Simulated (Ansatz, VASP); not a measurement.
BN in VASP and in Ansatz

```xyz
2
Lattice="0.0000 1.7899 1.7899 1.7899 0.0000 1.7899 1.7899 1.7899 0.0000" Properties=species:S:1:pos:R:3 pbc="T T T"
B     0.0000    0.0000    0.0000
N     0.8950    0.8950    0.8950
```

Alike in both runs: functional LDA; k mesh 12 × 12 × 12; occupations fermi-dirac, width 0.02 eV; no spin polarisation.

Ansatz relaxed the structure, and its values are those at the end. VASP's run is a single point on that final structure, the one shown.

```csv
,VASP,Ansatz
version,VASP 6.6.1,Ansatz 0.2.0
potentials or method,"VASP PAW LDA potentials, release 64 (B, N), cutoff 520 eV",PAW plane waves
valence electrons in the cell,8,8
```

VASP gave:

```
gap on the k mesh at the Fermi level (eV) : 4.38
pressure (GPa)                            : 1.2
```

Question: What did Ansatz give for the same quantities?

Answer: gap on the k mesh at the Fermi level (eV): 4.39; pressure (GPa): 0.0.

Ansatz warns that its potentials were made for another functional, while VASP's fit it. LDA's correlation is that of Perdew and Zunger in VASP and of Perdew and Wang (1992) in Ansatz.
